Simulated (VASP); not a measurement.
Set up this calculation in VASP 6.6.1, as the native input.

```yaml
Task: single point
Functional: LDA
Potentials_or_basis: VASP PAW LDA potentials, release 64 (C)
Cutoff: 520 eV
k_mesh: 12 × 12 × 12
Occupations: gaussian, width 0.05 eV
Spin: no spin polarisation
Dipole_correction: no
Further_INCAR_settings: ALGO = Normal; EDIFF = 1e-07; NBANDS = 11
```

The structure of C lies in POSCAR:

```
C
1.0
    1.2280263465      0.7090013417      3.1796602974
   -1.2280263465      0.7090013417      3.1796602974
    0.0000000000     -1.4180026834      3.1796602974
C
2
Direct
    0.1640000000      0.1640000000      0.1640000000
    0.8360000000      0.8360000000      0.8360000000
```

This cell differs from its parent crystal: strain +0.000 along x and y, -0.050 along z.

One way to write it, as run:

INCAR

```
SYSTEM = C
PREC     = Accurate       ! precision mode
ENCUT    = 520            ! plane-wave cutoff, eV
EDIFF    = 1E-7           ! SCF threshold, eV
ISMEAR   = 0              ! smearing method
SIGMA    = 0.05           ! smearing width, eV
LREAL    = .FALSE.        ! projectors in reciprocal space
LASPH    = .TRUE.         ! aspherical terms in the spheres
NELM     = 60             ! most SCF steps
ALGO     = Normal         ! electronic algorithm
ISIF     = 2              ! what is computed and relaxed
LWAVE    = .FALSE.        ! write WAVECAR
LCHARG   = .FALSE.        ! write CHGCAR
NBANDS   = 11             ! bands
```

KPOINTS

```
Automatic mesh
0
G
  12 12 12
  0 0 0
```

Potentials or basis: VASP PAW LDA potentials, release 64 (C).

Command:

```console
$ cat potpaw_LDA.64/C/POTCAR > POTCAR
$ mpirun -np 1 vasp_std > vasp.out
```

Results of the run:

- Pressure: -2.9 GPa
- Largest force: 0.821 eV/Å
- Band gap on the k mesh: 1.01 eV, direct

Caveat: the cell differs from its parent crystal (strain +0.000 along x and y, -0.050 along z).

Wall time 29 s on 1 thread of Intel Xeon 6975P-C, with other jobs on the host, peak memory 0.15 GiB.
